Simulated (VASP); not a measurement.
Here is a VASP 6.6.1 calculation.

Contents of POSCAR:

```
BAs
1.0
    2.9570103300      0.0000000000      0.0000000000
    0.0000000000      2.9570103300      0.0000000000
    0.0000000000      0.0000000000      2.9570103300
B As
1 1
Direct
    0.5000000000      0.5000000000      0.5000000000
    0.0000000000      0.0000000000      0.0000000000
```

Contents of INCAR.step1:

```
SYSTEM = BAs
  PREC = Accurate
  ENCUT = 520
  EDIFF = 1E-5
  ISMEAR = -1
  SIGMA = 0.05
  LREAL = .FALSE.
  LASPH = .TRUE.
  NELM = 100
  ALGO = Normal
  ISIF = 2
  LWAVE = .TRUE.
  LCHARG = .FALSE.
  NBANDS = 11
  GGA = PE
```

File INCAR.step2:

```
SYSTEM = BAs
  PREC = Accurate
  ENCUT = 520
  EDIFF = 1E-6
  ISMEAR = -1
  SIGMA = 0.05
  LREAL = .FALSE.
  LASPH = .TRUE.
  NELM = 100
  ALGO = Normal
  ISIF = 2
  LWAVE = .FALSE.
  LCHARG = .FALSE.
  GGA = PE
  LHFCALC = .TRUE.
  AEXX = 0.1
  HFSCREEN = 0.2
  PRECFOCK = Normal
  NBANDS = 11
  ISTART = 1
```

File KPOINTS:

```
regular mesh
0
G
  5 5 5
  0 0 0
```

Potentials or basis: VASP PAW PBE potentials, release 64 (B, As).

Launch:

```console
$ cat potpaw_PBE.64/B/POTCAR potpaw_PBE.64/As/POTCAR > POTCAR
$ cp INCAR.step1 INCAR
$ mpirun -np 1 vasp_std > vasp.out
$ cp INCAR.step2 INCAR
$ mpirun -np 1 vasp_std > vasp.out
```

What does it give for the band gap on the k mesh?

Zero (bands 4 and 5 overlap by 3.75 eV).

What does it give for the pressure?

-6.9 GPa.

Caveat: the k points lie up to 0.42 Å⁻¹ apart, too coarse for converged energies and pressures of a metal; the PAW data sets were made with another functional, which shifts forces and pressure a little.
